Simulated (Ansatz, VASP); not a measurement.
# One calculation of Ti, two programs

The input INCAR:

```
PREC = Accurate ; ENCUT = 520
EDIFF = 1E-6 ; ISMEAR = -1
SIGMA = 0.1 ; LREAL = F
LASPH = T ; NELM = 60
ALGO = Normal ; ISIF = 2
LWAVE = F ; LCHARG = F
GGA = CA ; NBANDS = 19
```

Contents of KPOINTS:

```
regular mesh
0
Gamma
  11 11 11
```

The input POSCAR:

```
Ti
1.0
    0.0000000000      2.6069610848      2.6069610848
    2.6069610848      0.0000000000      2.6069610848
    2.6069610848      2.6069610848      0.0000000000
Ti
2
Direct
    0.1250000000      0.1250000000      0.1250000000
    0.8750000000      0.8750000000      0.8750000000
```

Input for Ansatz:

```yaml
crystal:
  lattice:
    - [0.0, 2.6069610848, 2.6069610848]
    - [2.6069610848, 0.0, 2.6069610848]
    - [2.6069610848, 2.6069610848, 0.0]
  atoms:
    - { symbol: Ti, position: [0.125, 0.125, 0.125] }
    - { symbol: Ti, position: [0.875, 0.875, 0.875] }
hamiltonian:
  xc: lda
  pseudopotentials:
    kind: paw
    azcp:
      Ti: "pseudopotentials/Ti.paw.azcp"
basis:
  ecutwfc: 420
  fft_grid_basis: typed
kpoints:
  mp_grid: { grid: [11, 11, 11], shift: [0, 0, 0] }
magnetization:
  spin_polarized: false
scf:
  occupations: { method: fermi_dirac, width: 0.1 }
  lower_state_search: "off"
output:
  stress: true
```

Alike in both runs: task single point; functional LDA; k mesh 11 × 11 × 11; occupations fermi-dirac, width 0.1 eV; no spin polarisation.

```csv
,VASP,Ansatz
version,VASP 6.6.1,Ansatz 0.2.0
potentials or method,"VASP PAW LDA potentials, release 64 (Ti_sv), cutoff 520 eV","plane waves (420 eV) with PAW, scalar-relativistic"
valence electrons in the cell,24,24
```

```csv
,VASP,Ansatz,Ansatz less VASP
pressure (GPa),4.2,3.4,-0.86
```

Ansatz warns that its potentials were made for another functional, while VASP's fit it. LDA's correlation is that of Perdew and Zunger in VASP and of Perdew and Wang (1992) in Ansatz.
